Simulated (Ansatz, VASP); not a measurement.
## Two plane-wave programs on W

File INCAR:

```
ALGO     = Normal         # electronic algorithm
EDIFF    = 1E-6           # SCF threshold, eV
ENCUT    = 500            # plane-wave cutoff, eV
GGA      = PS             # functional
GGA_COMPAT= F            
ISIF     = 2              # what is computed and relaxed
ISMEAR   = -1             # smearing method
LASPH    = T              # aspherical terms in the spheres
LCHARG   = T              # write CHGCAR
LELF     = T              # ELF
LREAL    = F              # projectors in reciprocal space
LVHAR    = T            
LWAVE    = F              # write WAVECAR
NBANDS   = 13             # bands
NELM     = 120            # most SCF steps
PREC     = Accurate       # precision mode
SIGMA    = 0.1            # smearing width, eV
```

Contents of KPOINTS:

```
k-points
0
Gamma
  7 7 7
```

Contents of POSCAR:

```
W
1.0
    0.0000000000      2.0029858826      2.0029858826
    2.0029858826      0.0000000000      2.0029858826
    2.0029858826      2.0029858826      0.0000000000
W
1
Direct
    0.0000000000      0.0000000000      0.0000000000
```

Input for Ansatz:

```yaml
crystal:
  lattice:
    - [-3.99651329137317e-17, 2.002985882602039, 2.002985882602039]
    - [2.002985882602039, -4.2812925506694884e-17, 2.002985882602039]
    - [2.002985882602039, 2.002985882602039, -4.1524253822538625e-17]
  atoms:
    - { symbol: W, position: [9.173411642148323e-20, -1.1511713033325685e-19, 1.151171303332551e-19] }
basis:
  ecutwfc: 550.0
kpoints:
  mp_grid:
    grid: [7, 7, 7]
hamiltonian:
  xc: pbesol
scf:
  occupations:
    method: fermi_dirac
    width: 0.1
output:
  forces: true
  stress: true
```

Alike in both runs: task single point; functional PBEsol; k mesh 7 × 7 × 7; occupations fermi-dirac, width 0.1 eV; no spin polarisation.

```csv
,VASP,Ansatz
version,VASP 6.6.1,Ansatz 0.2.0
potentials or method,"VASP PAW PBE potentials, release 64 (W_sv), cutoff 500 eV","plane waves, PAW"
valence electrons in the cell,14,14
```

```csv
,VASP,Ansatz,Ansatz less VASP
pressure (GPa),0.5,-0.1,-0.61
```

VASP's potentials were made for PBE, not for PBEsol.

The k mesh is coarse, so the values compare programs but aren't converged. Spin-orbit coupling is off throughout.
